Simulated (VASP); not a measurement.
Crystal: Si2B3.

```
Si B
1.0
     2.41035   -2.85140    0.00000
     2.41035    2.85140    0.00000
     0.00000    0.00000    3.76873
Si B
2 3
Direct
  0.85991 0.14009 0.00000
  0.14009 0.85991 0.00000
  0.66062 0.33938 0.50000
  0.33938 0.66062 0.50000
  0.00000 0.00000 0.50000
```

* Program: VASP 6.6.1
* Task: relaxation of cell and atoms
* Functional: PBE
* Potentials or basis: VASP PAW PBE potentials, release 64 (Si, B)
* Cutoff: 500 eV
* k mesh: 4 × 4 × 4
* Occupations: gaussian, width 0.2 eV
* Spin: no spin polarisation

At the start: pressure 43.3 GPa; volume 10.36 Å³/atom.

Q: How do energy, volume and symmetry change on relaxing?

A: Over 17 steps the energy falls by 1741.6 meV/atom and the volume is 10.39 Å³/atom (+0.3 %); space group Cmmm (No. 65, to 0.05 Å).

The path:
```tsv
step	energy change (eV)	largest force (eV/Å)	pressure (GPa)	volume (Å³)
1	0.0000	31.0078	43.28	51.80
2	6.9024	42.8359	36.00	73.66
3	-4.6284	1.2728	-2.12	61.48
4	-4.8228	1.3267	-2.40	61.03
5	-6.2115	1.5360	-4.19	56.37
6	-6.9394	1.0992	-3.42	54.08
7	-7.1496	0.9663	-1.11	52.94
8	-7.1578	1.1084	0.63	52.46
9	-7.1622	0.9233	-0.11	52.65
10	-8.1344	0.8666	-2.67	52.65
11	-7.0180	11.9811	17.86	51.60
12	-8.3803	2.2931	-0.35	52.49
13	-8.6922	0.1891	0.32	52.33
14	-8.6928	0.2469	0.23	52.34
15	-8.7019	0.2223	-1.74	52.44
16	-8.7053	0.0854	-1.12	52.41
17	-8.7078	0.0536	0.03	51.96
```

Final structure:
```yaml
crystal:
  lattice:
    - [2.39758, -2.53983, 0.00000]
    - [2.39758, 2.53983, 0.00000]
    - [0.00000, 0.00000, 4.26624]
  atoms:
    - { symbol: Si, position: [0.77504, 0.22496, 0.00000] }
    - { symbol: Si, position: [0.22496, 0.77504, 0.00000] }
    - { symbol: B, position: [0.66606, 0.33394, 0.50000] }
    - { symbol: B, position: [0.33394, 0.66606, 0.50000] }
    - { symbol: B, position: [0.00000, 0.00000, 0.50000] }
```

Caveat: the k points lie up to 0.45 Å⁻¹ apart in the final cell; the relaxation stopped at a loose force limit of 0.08 eV/Å, so its end isn't a converged minimum.
